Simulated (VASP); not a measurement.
# NiSb (Breithauptite) (P6_3/mmc) in VASP: further runs

Aim: see how the results for NiSb (Breithauptite) move with the level of theory and the settings. Levels: BLYP, PBEsol. Tasks: single point.

Program: VASP 6.6.1. These are calculated values, not measurements. Logs are shortened: lines on timing, memory, paths and dates and some standing lists are left out, and cuts for length are marked.

### Step 1. The cell of the first run

The structure is hexagonal, space group P6_3/mmc (No. 194). The conventional cell has a = 4.044 Å, b = 4.044 Å, c = 5.357 Å, α = 90.00°, β = 90.00°, γ = 120.00°. Sb (site symmetry -6m2) has 6 Ni at 2.69 Å within 3.5 Å. Ni (site symmetry -3m) has 2 Ni at 2.68 Å and 6 Sb at 2.69 Å within 3.5 Å.

### Step 2. Single point, BLYP, collinear spin, ferromagnetic start

File INCAR:

```
SYSTEM = NiSb
AGGAC    = 1.0          
AGGAX    = 1.0          
ALDAC    = 0.0          
ALDAX    = 1.0          
ALGO     = Normal         ! electronic algorithm
EDIFF    = 1E-7           ! SCF threshold, eV
ENCUT    = 520            ! plane-wave cutoff, eV
GGA      = B5             ! functional
ISIF     = 2              ! what is computed and relaxed
ISMEAR   = -1             ! smearing method
ISPIN    = 2              ! spin polarisation
LASPH    = .True.         ! aspherical terms in the spheres
LCHARG   = .False.        ! write CHGCAR
LMAXMIX  = 4              ! l up to which the mixer works
LORBIT   = 11             ! projections on sites
LREAL    = .False.        ! projectors in reciprocal space
LWAVE    = .False.        ! write WAVECAR
MAGMOM   = 0 0 1 1        ! initial moments
NBANDS   = 27             ! bands
NELM     = 150            ! most SCF steps
PREC     = Accurate       ! precision mode
SIGMA    = 0.05           ! smearing width, eV
```

File KPOINTS:

```
k-points
0
Gamma
  6 6 4
  0 0 0
```

File POSCAR:

```
NiSb
1.0
    4.0435951464      0.0000000000      0.0000000000
   -2.0217975732      3.5018561194      0.0000000000
    0.0000000000      0.0000000000      5.3573299713
Sb Ni
2 2
Direct
    0.6666666667      0.3333333333      0.7500000000
    0.3333333333      0.6666666667      0.2500000000
    0.0000000000      0.0000000000      0.5000000000
    0.0000000000      0.0000000000      0.0000000000
```

Potentials or basis: VASP PAW PBE potentials, release 64 (Sb, Ni).

The run is started by

```sh
> cat potpaw_PBE.64/Sb/POTCAR potpaw_PBE.64/Ni/POTCAR > POTCAR
> mpirun -np 1 vasp_std > vasp.out
```

OUTCAR:

```text
SYSTEM = NiSb
   EDIFF = 1E-7
   ENCUT = 520
   GGA = B5
   ISIF = 2
   ISMEAR = -1
   ISPIN = 2
   LASPH = .True.
   LORBIT = 11
   LREAL = .False.
   NELM = 150
   PREC = Accurate

 ion  position               nearest neighbor table
   1  0.667  0.333  0.750-   3 2.69   4 2.69   3 2.69   4 2.69   3 2.69   4 2.69   2 3.55   2 3.55
                             2 3.55   2 3.55   2 3.55   2 3.55
   2  0.333  0.667  0.250-   3 2.69   4 2.69   3 2.69   4 2.69   3 2.69   4 2.69   1 3.55   1 3.55
                             1 3.55   1 3.55   1 3.55   1 3.55
   3  0.000  0.000  0.500-   4 2.68   4 2.68   1 2.69   2 2.69   2 2.69   1 2.69   1 2.69   2 2.69

   4  0.000  0.000  0.000-   3 2.68   3 2.68   1 2.69   2 2.69   2 2.69   1 2.69   1 2.69   2 2.69

  LATTYP: Found a hexagonal cell.
 ALAT       =     4.0435951464
 C/A-ratio  =     1.3248927693

  Lattice vectors:

 A1 = (   4.0435951464,   0.0000000000,   0.0000000000)
 A2 = (  -2.0217975732,   3.5018561194,   0.0000000000)
 A3 = (   0.0000000000,   0.0000000000,   5.3573299713)

Analysis of symmetry for initial positions (statically):
=====================================================================
 Subroutine PRICEL returns:
 Original cell was already a primitive cell.

 Routine SETGRP: Setting up the symmetry group for a
 hexagonal supercell.

 Subroutine GETGRP returns: Found 24 space group operations
 (whereof 12 operations were pure point group operations)
 out of a pool of 24 trial point group operations.

The static configuration has the point symmetry D_3d.
 The point group associated with its full space group is D_6h.

Analysis of symmetry for dynamics (positions and initial velocities):
=====================================================================
 Subroutine PRICEL returns:
 Original cell was already a primitive cell.

 Routine SETGRP: Setting up the symmetry group for a
 hexagonal supercell.

 Subroutine GETGRP returns: Found 24 space group operations
 (whereof 12 operations were pure point group operations)
 out of a pool of 24 trial point group operations.

The dynamic configuration has the point symmetry D_3d.
 The point group associated with its full space group is D_6h.

Analysis of structural, dynamic, and magnetic symmetry:
=====================================================================
 Subroutine PRICEL returns:
 Original cell was already a primitive cell.

 Routine SETGRP: Setting up the symmetry group for a
 hexagonal supercell.

 Subroutine GETGRP returns: Found 24 space group operations
 (whereof 12 operations were pure point group operations)
 out of a pool of 24 trial point group operations.

The overall configuration has the point symmetry D_3d.
 The point group associated with its full space group is D_6h.

 Subroutine INISYM returns: Found 24 space group operations
 (whereof 12 operations are pure point group operations),
 and found     1 'primitive' translations

----------------------------------------------------------------------------------------

                                     Primitive cell

  volume of cell :      75.8603

  direct lattice vectors                    reciprocal lattice vectors
     4.043595146  0.000000000  0.000000000     0.247304679  0.142781423  0.000000000
    -2.021797573  3.501856119  0.000000000     0.000000000  0.285562846  0.000000000
     0.000000000  0.000000000  5.357329971     0.000000000  0.000000000  0.186660147

  length of vectors
     4.043595146  4.043595146  5.357329971     0.285562846  0.285562846  0.186660147

  position of ions in fractional coordinates (direct lattice)
     0.666666667  0.333333333  0.750000000
     0.333333333  0.666666667  0.250000000
     0.000000000  0.000000000  0.500000000
     0.000000000  0.000000000  0.000000000

  ion indices of the primitive-cell ions
   primitive index   ion index
                 1           1
                 2           2
                 3           3
                 4           4

----------------------------------------------------------------------------------------

 KPOINTS: k-points

Automatic generation of k-mesh.
 Grid dimensions read from file:
 generate k-points for:    6    6    4

 Generating k-lattice:

  Cartesian coordinates                     Fractional coordinates (reciprocal lattice)
     0.041217447  0.023796904  0.000000000     0.166666667 -0.000000000  0.000000000
     0.000000000  0.047593808  0.000000000     0.000000000  0.166666667  0.000000000
     0.000000000  0.000000000  0.046665037     0.000000000  0.000000000  0.250000000

  Length of vectors
     0.047593808  0.047593808  0.046665037

  Shift w.r.t. Gamma in fractional coordinates (k-lattice)
     0.000000000  0.000000000  0.000000000

 Subroutine IBZKPT returns following result:
 ===========================================

 Found     21 irreducible k-points:

 Following reciprocal coordinates:
            Coordinates               Weight
  0.000000  0.000000  0.000000      1.000000
  0.166667  0.000000  0.000000      6.000000
  0.333333  0.000000  0.000000      6.000000
  0.500000  0.000000  0.000000      3.000000
  0.166667  0.166667  0.000000      6.000000
  0.333333  0.166667  0.000000     12.000000
[... 13 lines left out ...]
  0.333333  0.166667  0.500000     12.000000
  0.333333  0.333333  0.500000      2.000000
   k-points           NKPTS =     21   k-points in BZ     NKDIM =     21   number of bands    NBANDS=     27
   number of dos      NEDOS =    301   number of ions     NIONS =      4
   total plane-waves  NPLWV =  36000
   dimension x,y,z NGX =    30 NGY =   30 NGZ =   40
   dimension x,y,z NGXF=    60 NGYF=   60 NGZF=   80
   ions per type =               2   2
   NGX,Y,Z   is equivalent  to a cutoff of  12.33, 12.33, 12.41 a.u.
   NGXF,Y,Z  is equivalent  to a cutoff of  24.67, 24.67, 24.83 a.u.
 SYSTEM =  NiSb
   PREC   = accura    normal or accurate (medium, high low for compatibility)
   ISTART =      0    job   : 0-new  1-cont  2-samecut
   ICHARG =      2    charge: 1-file 2-atom 10-const
   ISPIN  =      2    spin polarized calculation?
   LNONCOLLINEAR =      F non collinear calculations
   LSORBIT =      F    spin-orbit coupling
   LASPH  =      T    aspherical Exc in radial PAW
   ENCUT  =  520.0 eV  38.22 Ry    6.18 a.u.   7.52  7.52  9.96*2*pi/ulx,y,z
   NELM   =    150;   NELMIN=  2; NELMDL= -5     # of ELM steps
   EDIFF  = 0.1E-06   stopping-criterion for ELM
   LREAL  =      F    real-space projection
   EDIFFG = 0.1E-05   stopping-criterion for IOM
   NSW    =      0    number of steps for IOM
   IBRION =     -1    ionic relax: 0-MD 1-quasi-New 2-CG
   NFREE  =      0    steps in history (QN), initial steepest desc. (CG)
   ISIF   =      2    stress and relaxation
   ISYM   =      2    0-nonsym 1-usesym 2-fastsym
   POTIM  = 0.5000    time-step for ionic-motion
   TEBEG  =    0.0;   TEEND  =   0.0 temperature during run
   PSTRESS=    0.0 pullay stress
   NELECT =      30.0000    total number of electrons
   NUPDOWN=      -1.0000    fix difference up-down
   EMIN   =  10.00;   EMAX   =-10.00  energy-range for DOS
   EFERMI =   0.00;   METHOD = LEGACY
   ISMEAR =    -1;   SIGMA  =   0.05  broadening in eV -4-tet -1-fermi 0-gaus
   EFERMI_NEDOS =   21; number of points for ismear=-14 and -15
   IALGO  =     38    algorithm
   IMIX   =      4    mixing-type and parameters
     AMIX     =   0.40;   BMIX     =  1.00
     AMIX_MAG =   1.60;   BMIX_MAG =  1.00
  volume/ion in A,a.u.               =      18.97       127.98
  Fermi-wavevector in a.u.,A,eV,Ry     =   1.201648  2.270785 19.646228  1.443957
  Thomas-Fermi vector in A             =   2.337451
   LORBIT       =     11    0 simple, 1 ext, 2 COOP (PROOUT), +10 PAW based schemes
   GGA     = B5    functional components
   LHFCALC =     F    Hartree Fock is set to
   AEXX    =    0.0000 exact exchange contribution
   IVDW    =     0    specifies the selected vdW correction
   LEPSILON=     F    determine dielectric tensor
   LRPA    =     F    only Hartree local field effects (RPA)
 spin polarized calculation
  energy-cutoff  :      520.00
  volume of cell :       75.86
 maximum number of plane-waves:      2064
   NGX = 15   NGY = 15   NGZ = 19

 number of electron      29.9999977 magnetization       0.0000111

 number of electron      29.9999977 magnetization      -0.0001470

 Free energy of the ion-electron system (eV)
  ---------------------------------------------------
  ext. energy  EPLUGINS =         0.00000000
  ---------------------------------------------------
  free energy    TOTEN  =       -16.73812954 eV

  energy without entropy =      -16.72028356  energy(sigma->0) =      -16.72920655

 E-fermi :   9.0482     XC(G=0): -10.3645

 val. band max:        9.0421420275   @ k =   0.3333   0.0000   0.2500
 cond. band min:       9.1688809681   @ k =   0.3333   0.0000   0.0000
 fundamental gap:      0.1267389406
 Fermi energy:         9.0481604550

 spin component 1

 k-point     1 :       0.0000    0.0000    0.0000
  band No.  band energies     occupation
      1      -3.0645      1.00000
      2       0.6616      1.00000
      3       3.4783      1.00000
      4       5.6598      1.00000
      5       5.6598      1.00000
      6       6.3919      1.00000
[... 619 lines left out ...]
     26      18.2564      0.00000
     27      19.1099      0.00000
 Fermi energy:         9.0481604550

 spin component 2

 k-point     1 :       0.0000    0.0000    0.0000
  band No.  band energies     occupation
      1      -3.0645      1.00000
      2       0.6616      1.00000
      3       3.4783      1.00000
      4       5.6597      1.00000
      5       5.6597      1.00000
      6       6.3918      1.00000
[... 619 lines left out ...]
     26      18.2564      0.00000
     27      19.1099      0.00000

------------------------ aborting loop because EDIFF is reached ----------------------------------------

  FORCE on cell =-STRESS in cart. coord.  units (eV):
  Direction    XX          YY          ZZ          XY          YZ          ZX
  --------------------------------------------------------------------------------------
  -------------------------------------------------------------------------------------
  Total        0.0783689      0.0783689      0.1045707      0.0000000      0.0000000      0.0000000
  in kB        1.6551607      1.6551607      2.2085452      0.0000000      0.0000000      0.0000000
  external PRESSURE =       1.8396222 kB  Pullay stress =       0.0000000 kB

 VOLUME and BASIS-vectors are now :
 -----------------------------------------------------------------------------
  energy-cutoff  :      520.00
  volume of cell :       75.86
      direct lattice vectors                 reciprocal lattice vectors
     4.043595146  0.000000000  0.000000000     0.247304679  0.142781423  0.000000000
    -2.021797573  3.501856119  0.000000000     0.000000000  0.285562846  0.000000000
     0.000000000  0.000000000  5.357329971     0.000000000  0.000000000  0.186660147

 POSITION                                       TOTAL-FORCE (eV/Angst)
 -----------------------------------------------------------------------------------
      2.02180      1.16729      4.01800        -0.000000      0.000000      0.000000
     -0.00000      2.33457      1.33933         0.000000     -0.000000      0.000000
      0.00000      0.00000      2.67866         0.000000     -0.000000      0.000000
      0.00000      0.00000      0.00000         0.000000     -0.000000      0.000000
 -----------------------------------------------------------------------------------
    total drift:                               -0.000000      0.000000     -0.000000

  FREE ENERGIE OF THE ION-ELECTRON SYSTEM (eV)
  ---------------------------------------------------
  free  energy   TOTEN  =       -16.7381295424 eV

  energy  without entropy=      -16.7202835627  energy(sigma->0) =      -16.72920655

 total charge

# of ion       s       p       d       tot
------------------------------------------
    1        1.175   1.195   0.055   2.425
    2        1.175   1.195   0.055   2.425
    3        0.423   0.391   8.465   9.279
    4        0.423   0.391   8.465   9.279
--------------------------------------------------
tot          3.195   3.172  17.040  23.407

 magnetization (x)

# of ion       s       p       d       tot
------------------------------------------
    1       -0.000   0.000   0.000  -0.000
    2       -0.000   0.000   0.000  -0.000
    3       -0.000   0.000  -0.000  -0.000
    4       -0.000   0.000  -0.000  -0.000
--------------------------------------------------
tot         -0.000   0.000  -0.000  -0.000
```

Run time: 60 s. Hardware: 1 thread of Intel Xeon 6975P-C (Granite Rapids), shared host; peak memory 0.24 GiB.

Results:

* Free energy: -16.7381 eV
* Pressure: 0.2 GPa
* Band gap on the k mesh: zero (filled and empty bands overlap)
* Net moment: 0.00 μB per cell
* Valence electrons inside the program's atomic spheres: Sb 2.42; Ni 9.28

Caveat: the PAW data sets were made with another functional, which shifts forces and pressure a little; spin-orbit coupling is left out, which moves the levels of the heavy elements.

(Part 1 of 2 ends here.)
